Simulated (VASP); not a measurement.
# ScGeRh3 (Pm-3m) in VASP: further runs

ScGeRh3 is run at these levels: PBE; tasks: single point.

All numbers are computed with VASP 6.6.1; they aren't measurements. Logs are shortened: lines on timing, memory, paths and dates and some standing lists are left out, and cuts for length are marked.

### Step 1. The cell of the first run

Symmetry: Pm-3m, No. 221, cubic system. Conventional cell: a = 4.498 Å, b = 4.498 Å, c = 4.498 Å, α = 90.00°, β = 90.00°, γ = 90.00°. Within 4.2 Å of Sc (site symmetry m-3m) lie 12 Rh at 3.18 Å and 8 Ge at 3.89 Å. Within 3.0 Å of Ge (site symmetry m-3m) lie 6 Rh at 2.25 Å. Rh (site symmetry 4/mmm) has 2 Ge at 2.25 Å within 3.0 Å.

### Step 2. Single point, PBE

The input, INCAR:

```
PREC = Accurate ; ENCUT = 520
EDIFF = 1E-6 ; ISMEAR = -1
SIGMA = 0.05 ; LREAL = F
LASPH = T ; NELM = 80
ALGO = Normal ; ISIF = 2
LWAVE = F ; LCHARG = F
GGA = PE ; NBANDS = 43
```

The input, KPOINTS:

```
Automatic mesh
0
Gamma
  5 5 5
```

The input, POSCAR:

```
ScGeRh3
1.0
    4.4975246152      0.0000000000      0.0000000000
    0.0000000000      4.4975246152      0.0000000000
    0.0000000000      0.0000000000      4.4975246152
Sc Ge Rh
1 1 3
Direct
    0.0000000000      0.0000000000      0.0000000000
    0.5000000000      0.5000000000      0.5000000000
    0.5000000000      0.5000000000      0.0000000000
    0.0000000000      0.5000000000      0.5000000000
    0.5000000000      0.0000000000      0.5000000000
```

Potentials or basis: VASP PAW PBE potentials, release 64 (Sc_sv, Ge_d, Rh_pv).

Started as:

```console
$ cat potpaw_PBE.64/Sc_sv/POTCAR potpaw_PBE.64/Ge_d/POTCAR potpaw_PBE.64/Rh_pv/POTCAR > POTCAR
$ mpirun -np 1 vasp_std > vasp.out
```

OUTCAR:

```text
PREC = Accurate
   ENCUT = 520
   EDIFF = 1E-6
   ISMEAR = -1
   LREAL = F
   LASPH = T
   NELM = 80
   ISIF = 2
   GGA = PE

 ion  position               nearest neighbor table
   1  0.000  0.000  0.000-   3 3.18   4 3.18   5 3.18   4 3.18   5 3.18   3 3.18   4 3.18   4 3.18
                             3 3.18   5 3.18   5 3.18   3 3.18
   2  0.500  0.500  0.500-   3 2.25   4 2.25   5 2.25   3 2.25   5 2.25   4 2.25
   3  0.500  0.500  0.000-   2 2.25   2 2.25   4 3.18   5 3.18   1 3.18   4 3.18   5 3.18   1 3.18
                             5 3.18   5 3.18   1 3.18   4 3.18   4 3.18   1 3.18
   4  0.000  0.500  0.500-   2 2.25   2 2.25   3 3.18   5 3.18   1 3.18   3 3.18   1 3.18   5 3.18
                             1 3.18   1 3.18   3 3.18   5 3.18   3 3.18   5 3.18
   5  0.500  0.000  0.500-   2 2.25   2 2.25   3 3.18   4 3.18   1 3.18   3 3.18   1 3.18   3 3.18
                             4 3.18   3 3.18   1 3.18   4 3.18   1 3.18   4 3.18

  LATTYP: Found a simple cubic cell.
 ALAT       =     4.4975246152

  Lattice vectors:

 A1 = (   4.4975246152,   0.0000000000,   0.0000000000)
 A2 = (   0.0000000000,   4.4975246152,   0.0000000000)
 A3 = (   0.0000000000,   0.0000000000,   4.4975246152)

Analysis of symmetry for initial positions (statically):
=====================================================================
 Subroutine PRICEL returns:
 Original cell was already a primitive cell.

 Routine SETGRP: Setting up the symmetry group for a
 simple cubic supercell.

 Subroutine GETGRP returns: Found 48 space group operations
 (whereof 48 operations were pure point group operations)
 out of a pool of 48 trial point group operations.

The static configuration has the point symmetry O_h .

Analysis of symmetry for dynamics (positions and initial velocities):
=====================================================================
 Subroutine PRICEL returns:
 Original cell was already a primitive cell.

 Routine SETGRP: Setting up the symmetry group for a
 simple cubic supercell.

 Subroutine GETGRP returns: Found 48 space group operations
 (whereof 48 operations were pure point group operations)
 out of a pool of 48 trial point group operations.

The dynamic configuration has the point symmetry O_h .

 Subroutine INISYM returns: Found 48 space group operations
 (whereof 48 operations are pure point group operations),
 and found     1 'primitive' translations

----------------------------------------------------------------------------------------

                                     Primitive cell

  volume of cell :      90.9747

  direct lattice vectors                    reciprocal lattice vectors
     4.497524615  0.000000000  0.000000000     0.222344531  0.000000000  0.000000000
     0.000000000  4.497524615  0.000000000     0.000000000  0.222344531  0.000000000
     0.000000000  0.000000000  4.497524615     0.000000000  0.000000000  0.222344531

  length of vectors
     4.497524615  4.497524615  4.497524615     0.222344531  0.222344531  0.222344531

  position of ions in fractional coordinates (direct lattice)
     0.000000000  0.000000000  0.000000000
     0.500000000  0.500000000  0.500000000
     0.500000000  0.500000000  0.000000000
     0.000000000  0.500000000  0.500000000
     0.500000000  0.000000000  0.500000000

  ion indices of the primitive-cell ions
   primitive index   ion index
                 1           1
                 2           2
                 3           3
                 4           4
                 5           5

----------------------------------------------------------------------------------------

 KPOINTS: Automatic mesh

Automatic generation of k-mesh.
 Grid dimensions read from file:
 generate k-points for:    5    5    5

 Generating k-lattice:

  Cartesian coordinates                     Fractional coordinates (reciprocal lattice)
     0.044468906  0.000000000  0.000000000     0.200000000  0.000000000  0.000000000
     0.000000000  0.044468906  0.000000000     0.000000000  0.200000000  0.000000000
     0.000000000  0.000000000  0.044468906     0.000000000  0.000000000  0.200000000

  Length of vectors
     0.044468906  0.044468906  0.044468906

  Shift w.r.t. Gamma in fractional coordinates (k-lattice)
     0.000000000  0.000000000  0.000000000

 Subroutine IBZKPT returns following result:
 ===========================================

 Found     10 irreducible k-points:

 Following reciprocal coordinates:
            Coordinates               Weight
  0.000000  0.000000  0.000000      1.000000
  0.200000  0.000000  0.000000      6.000000
  0.400000  0.000000  0.000000      6.000000
  0.200000  0.200000  0.000000     12.000000
  0.400000  0.200000  0.000000     24.000000
  0.400000  0.400000  0.000000     12.000000
  0.200000  0.200000  0.200000      8.000000
  0.400000  0.200000  0.200000     24.000000
  0.400000  0.400000  0.200000     24.000000
  0.400000  0.400000  0.400000      8.000000
   k-points           NKPTS =     10   k-points in BZ     NKDIM =     10   number of bands    NBANDS=     43
   number of dos      NEDOS =    301   number of ions     NIONS =      5
   total plane-waves  NPLWV =  46656
   dimension x,y,z NGX =    36 NGY =   36 NGZ =   36
   dimension x,y,z NGXF=    72 NGYF=   72 NGZF=   72
   ions per type =               1   1   3
   NGX,Y,Z   is equivalent  to a cutoff of  13.31, 13.31, 13.31 a.u.
   NGXF,Y,Z  is equivalent  to a cutoff of  26.61, 26.61, 26.61 a.u.
 SYSTEM =  unknown system
   PREC   = accura    normal or accurate (medium, high low for compatibility)
   ISTART =      0    job   : 0-new  1-cont  2-samecut
   ICHARG =      2    charge: 1-file 2-atom 10-const
   ISPIN  =      1    spin polarized calculation?
   LNONCOLLINEAR =      F non collinear calculations
   LSORBIT =      F    spin-orbit coupling
   LASPH  =      T    aspherical Exc in radial PAW
   ENCUT  =  520.0 eV  38.22 Ry    6.18 a.u.   8.36  8.36  8.36*2*pi/ulx,y,z
   NELM   =     80;   NELMIN=  2; NELMDL= -5     # of ELM steps
   EDIFF  = 0.1E-05   stopping-criterion for ELM
   LREAL  =      F    real-space projection
   EDIFFG = 0.1E-04   stopping-criterion for IOM
   NSW    =      0    number of steps for IOM
   IBRION =     -1    ionic relax: 0-MD 1-quasi-New 2-CG
   NFREE  =      0    steps in history (QN), initial steepest desc. (CG)
   ISIF   =      2    stress and relaxation
   ISYM   =      2    0-nonsym 1-usesym 2-fastsym
   POTIM  = 0.5000    time-step for ionic-motion
   TEBEG  =    0.0;   TEEND  =   0.0 temperature during run
   PSTRESS=    0.0 pullay stress
   NELECT =      70.0000    total number of electrons
   NUPDOWN=      -1.0000    fix difference up-down
   EMIN   =  10.00;   EMAX   =-10.00  energy-range for DOS
   EFERMI =   0.00;   METHOD = LEGACY
   ISMEAR =    -1;   SIGMA  =   0.05  broadening in eV -4-tet -1-fermi 0-gaus
   EFERMI_NEDOS =   21; number of points for ismear=-14 and -15
   IALGO  =     38    algorithm
   IMIX   =      4    mixing-type and parameters
     AMIX     =   0.40;   BMIX     =  1.00
     AMIX_MAG =   1.60;   BMIX_MAG =  1.00
  volume/ion in A,a.u.               =      18.19       122.79
  Fermi-wavevector in a.u.,A,eV,Ry     =   1.500147  2.834868 30.619129  2.250443
  Thomas-Fermi vector in A             =   2.611685
   LORBIT       =      0    0 simple, 1 ext, 2 COOP (PROOUT), +10 PAW based schemes
   GGA     = PE    functional components
   LHFCALC =     F    Hartree Fock is set to
   AEXX    =    0.0000 exact exchange contribution
   IVDW    =     0    specifies the selected vdW correction
   LEPSILON=     F    determine dielectric tensor
   LRPA    =     F    only Hartree local field effects (RPA)
 non-spin polarized calculation
  energy-cutoff  :      520.00
  volume of cell :       90.97
 maximum number of plane-waves:      2473
 NGX is ok and might be reduce to    36
   NGX = 17   NGY = 17   NGZ = 17

 number of electron      69.9999967 magnetization

 Free energy of the ion-electron system (eV)
  ---------------------------------------------------
  ext. energy  EPLUGINS =         0.00000000
  ---------------------------------------------------
  free energy    TOTEN  =       -33.18131462 eV

  energy without entropy =      -33.17682484  energy(sigma->0) =      -33.17906973

 E-fermi :   7.0678     XC(G=0): -11.7056

 val. band max:        6.9417968794   @ k =   0.2000   0.2000   0.2000
 cond. band min:       7.1253332646   @ k =   0.0000   0.0000   0.0000
 fundamental gap:      0.1835363852
 Fermi energy:         7.0677770870

 k-point     1 :       0.0000    0.0000    0.0000
  band No.  band energies     occupation
      1     -43.5254      2.00000
      2     -39.2038      2.00000
      3     -39.2038      2.00000
      4     -39.2038      2.00000
      5     -38.5674      2.00000
      6     -38.5674      2.00000
[... 35 lines left out ...]
     42       9.4454      0.00000
     43      12.6146      0.00000

 k-point     2 :       0.2000    0.0000    0.0000
  band No.  band energies     occupation
      1     -43.5254      2.00000
      2     -39.2065      2.00000
      3     -39.2032      2.00000
      4     -39.2032      2.00000
      5     -38.5687      2.00000
      6     -38.5669      2.00000
[... 35 lines left out ...]
     42       9.4313      0.00000
     43      12.4631      0.00000

 k-point     3 :       0.4000    0.0000    0.0000
  band No.  band energies     occupation
      1     -43.5254      2.00000
      2     -39.2110      2.00000
      3     -39.2023      2.00000
      4     -39.2023      2.00000
      5     -38.5707      2.00000
      6     -38.5655      2.00000
[... 35 lines left out ...]
     42       9.4111      0.00000
     43      12.0804      0.00000

 k-point     4 :       0.2000    0.2000    0.0000
  band No.  band energies     occupation
      1     -43.5254      2.00000
      2     -39.2207      2.00000
      3     -39.2026      2.00000
      4     -39.1916      2.00000
      5     -38.5778      2.00000
      6     -38.5666      2.00000
[... 219 lines left out ...]
     42      10.1188      0.00000
     43      11.5389      0.00000

 k-point     9 :       0.4000    0.4000    0.2000
  band No.  band energies     occupation
      1     -43.5252      2.00000
      2     -39.2665      2.00000
      3     -39.1867      2.00000
      4     -39.1725      2.00000
      5     -38.5981      2.00000
      6     -38.5856      2.00000
[... 35 lines left out ...]
     42      10.0032      0.00000
     43      10.7278      0.00000

 k-point    10 :       0.4000    0.4000    0.4000
  band No.  band energies     occupation
      1     -43.5250      2.00000
      2     -39.2865      2.00000
      3     -39.1724      2.00000
      4     -39.1724      2.00000
      5     -38.5988      2.00000
      6     -38.5981      2.00000
[... 35 lines left out ...]
     42       9.4103      0.00000
     43      11.1203      0.00000

------------------------ aborting loop because EDIFF is reached ----------------------------------------

  FORCE on cell =-STRESS in cart. coord.  units (eV):
  Direction    XX          YY          ZZ          XY          YZ          ZX
  --------------------------------------------------------------------------------------
  -------------------------------------------------------------------------------------
  Total        1.0042299      1.0042299      1.0042299      0.0000000     -0.0000000      0.0000000
  in kB       17.6857335     17.6857335     17.6857335      0.0000000     -0.0000000      0.0000000
  external PRESSURE =      17.6857335 kB  Pullay stress =       0.0000000 kB

 VOLUME and BASIS-vectors are now :
 -----------------------------------------------------------------------------
  energy-cutoff  :      520.00
  volume of cell :       90.97
      direct lattice vectors                 reciprocal lattice vectors
     4.497524615  0.000000000  0.000000000     0.222344531  0.000000000  0.000000000
     0.000000000  4.497524615  0.000000000     0.000000000  0.222344531  0.000000000
     0.000000000  0.000000000  4.497524615     0.000000000  0.000000000  0.222344531

 POSITION                                       TOTAL-FORCE (eV/Angst)
 -----------------------------------------------------------------------------------
      0.00000      0.00000      0.00000         0.000000      0.000000      0.000000
      2.24876      2.24876      2.24876         0.000000      0.000000      0.000000
      2.24876      2.24876      0.00000         0.000000      0.000000      0.000000
      0.00000      2.24876      2.24876         0.000000      0.000000      0.000000
      2.24876      0.00000      2.24876         0.000000      0.000000      0.000000
 -----------------------------------------------------------------------------------
    total drift:                                0.000000      0.000000      0.000000

  FREE ENERGIE OF THE ION-ELECTRON SYSTEM (eV)
  ---------------------------------------------------
  free  energy   TOTEN  =       -33.1813146191 eV

  energy  without entropy=      -33.1768248380  energy(sigma->0) =      -33.17906973
```

It took 23 s on 1 thread of AMD EPYC 9R45 (Zen 5), shared host; peak memory 0.19 GiB.

What came out:

| Item | Value |
| --- | --- |
| Free energy | -33.1813 eV |
| Pressure | 1.8 GPa |
| Band gap on the k mesh | zero (bands 35 and 36 overlap by 0.16 eV) |

Levels at points of the mesh, in eV from the Fermi level:
| k point | band 31 | band 32 | band 33 | band 34 | band 35 | band 36 | band 37 | band 38 | band 39 | band 40 |
| --- | --- | --- | --- | --- | --- | --- | --- | --- | --- | --- |
| (0.00, 0.00, 0.00) | -1.16 | -1.16 | -1.16 | -0.29 | -0.29 | -0.29 | 0.06 | 1.71 | 1.71 | 2.38 |

### Step 3. Single point, PBE

This run uses another cell than the first one, of 18.38 Å³/atom.

The input, INCAR:

```
ALGO = Normal
EDIFF = 1E-6
ENCUT = 520
GGA = PE
ISIF = 2
ISMEAR = -1
LASPH = T
LCHARG = T
LELF = T
LREAL = F
LVHAR = T
LWAVE = F
NBANDS = 43
NELM = 60
PREC = Accurate
SIGMA = 0.05
```

The input, KPOINTS:

```
k-points
0
Gamma
  5 5 5
```

POSCAR: that of step 2 with these lines changed.

```diff
@@ -2,5 +2,5 @@
 1.0
-    4.4975246152      0.0000000000      0.0000000000
-    0.0000000000      4.4975246152      0.0000000000
-    0.0000000000      0.0000000000      4.4975246152
+    4.5126170928      0.0000000000      0.0000000000
+    0.0000000000      4.5126170928      0.0000000000
+    0.0000000000      0.0000000000      4.5126170928
 Sc Ge Rh
```

Potentials or basis: VASP PAW PBE potentials, release 64 (Sc_sv, Ge_d, Rh_pv).

Started as:

```console
$ cat potpaw_PBE.64/Sc_sv/POTCAR potpaw_PBE.64/Ge_d/POTCAR potpaw_PBE.64/Rh_pv/POTCAR > POTCAR
$ mpirun -np 1 vasp_std > vasp.out
```

Wall time 24 s (1 thread of AMD EPYC 9R45 (Zen 5), shared host); peak memory 0.19 GiB.

The run converged. Its results:

```
Free energy            : -33.1877 eV
Pressure               : 0.4 GPa
Band gap on the k mesh : zero (bands 35 and 36 overlap by 0.16 eV)
```

Levels at points of the mesh, in eV from the Fermi level:
```
           k point  band 32  band 33  band 34  band 35  band 36  band 37  band 38  band 39
(0.00, 0.00, 0.00)    -1.15    -1.15    -0.28    -0.28    -0.28     0.05     1.68     1.68
```

### Step 4. Single point, PBE

This run uses another cell than the first one, of 18.56 Å³/atom.

The input, INCAR:

```
SYSTEM = ScGeRh3
PREC = Accurate ; ENCUT = 520
EDIFF = 1E-6 ; ISMEAR = -1
SIGMA = 0.05 ; LREAL = .False.
LASPH = .True. ; NELM = 100
ALGO = Normal ; ISIF = 2
LWAVE = .False. ; LCHARG = .False.
GGA = PE ; NBANDS = 43
```

The input, KPOINTS:

```
regular mesh
0
Gamma
  5 5 5
  0 0 0
```

POSCAR: that of step 3 with these lines changed.

```diff
@@ -2,5 +2,5 @@
 1.0
-    4.5126170928      0.0000000000      0.0000000000
-    0.0000000000      4.5126170928      0.0000000000
-    0.0000000000      0.0000000000      4.5126170928
+    4.5276092863      0.0000000000      0.0000000000
+    0.0000000000      4.5276092863      0.0000000000
+    0.0000000000      0.0000000000      4.5276092863
 Sc Ge Rh
```

Started as:

```console
$ cat potpaw_PBE.64/Sc_sv/POTCAR potpaw_PBE.64/Ge_d/POTCAR potpaw_PBE.64/Rh_pv/POTCAR > POTCAR
$ mpirun -np 1 vasp_std > vasp.out
```

Wall time 23 s (1 thread of AMD EPYC 9R45 (Zen 5), shared host); peak memory 0.19 GiB.

The run converged. Its results:

```
Free energy            : -33.1864 eV
Pressure               : -1.0 GPa
Band gap on the k mesh : zero (bands 35 and 36 overlap by 0.16 eV)
```

Levels at points of the mesh, in eV from the Fermi level:
```
           k point  band 31  band 32  band 33  band 34  band 35  band 36  band 37  band 38  band 39  band 40
(0.00, 0.00, 0.00)    -1.14    -1.14    -1.14    -0.28    -0.28    -0.28     0.05     1.65     1.65     2.31
```

### Step 5. Summary

| cell | gap on the mesh (eV) | pressure (GPa) |
| --- | --- | --- |
| a = 4.498 Å, 5 atoms | none | 1.8 |
| a = 4.513 Å, 5 atoms | none | 0.4 |
| a = 4.528 Å, 5 atoms | none | -1.0 |

Alike in all rows: task single point; level PBE; potentials or basis VASP PAW PBE potentials, release 64 (Sc_sv, Ge_d, Rh_pv); no spin polarisation; k mesh 5 × 5 × 5; cutoff (eV) 520; smearing fermi-dirac 0.05 eV.

Absolute energies hang on the potentials; compare differences alone.
